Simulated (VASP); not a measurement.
**BaY: single point with PBE**

BaY:

```
CELL_PARAMETERS angstrom
4.42382 0.00000 0.00000
0.00000 4.42382 0.00000
0.00000 0.00000 4.41347
ATOMIC_POSITIONS crystal
Ba 0.00000 0.00000 0.00000
Y 0.50000 0.50000 0.50000
```

The cell was built from a structure type or drawn by symmetry, and may not be a known phase.

```yaml
Program: VASP 6.6.1
Task: single point
Functional: PBE
Potentials_or_basis: VASP PAW PBE potentials, release 64 (Ba_sv, Y_sv)
Cutoff: 520 eV
k_mesh: 12 × 12 × 12
Occupations: gaussian, width 0.1 eV
Spin: no spin polarisation
Dipole_correction: no
Further_INCAR_settings: ALGO = Fast; EDIFF = 1e-07; NBANDS = 18
```

```json
{"Pressure": "0.1 GPa", "Band gap on the k mesh": "zero (an odd number of electrons rules out a gap without spin polarisation)"}
```

Levels at points of the mesh, in eV from the Fermi level:
```csv
k point,band 8,band 9,band 10,band 11,band 12,band 13,band 14,band 15
"(0.00, 0.00, 0.00)",-13.08,-3.65,-1.06,-1.05,1.54,1.55,1.55,3.48
"(0.50, 0.00, 0.00)",-13.06,-1.35,-1.26,0.15,1.04,1.48,1.49,2.15
"(0.50, 0.50, 0.00)",-13.02,-1.87,-1.00,0.37,0.37,1.38,1.38,2.51
"(0.00, 0.00, 0.50)",-13.06,-1.34,-1.26,0.15,1.05,1.48,1.48,2.14
"(0.50, 0.00, 0.50)",-13.03,-1.87,-1.00,0.35,0.35,1.39,1.40,2.53
"(0.50, 0.50, 0.50)",-13.33,-0.14,-0.14,-0.14,0.65,0.65,0.66,2.84
```

Run time: 24 min on 1 thread of Intel(R) Xeon(R) Platinum 8259CL CPU @ 2.50GHz (Skylake/Cascade Lake) (shared host), peak memory 0.5 GiB.

Caveat: spin-orbit coupling is left out, which moves the levels of the heavy elements.
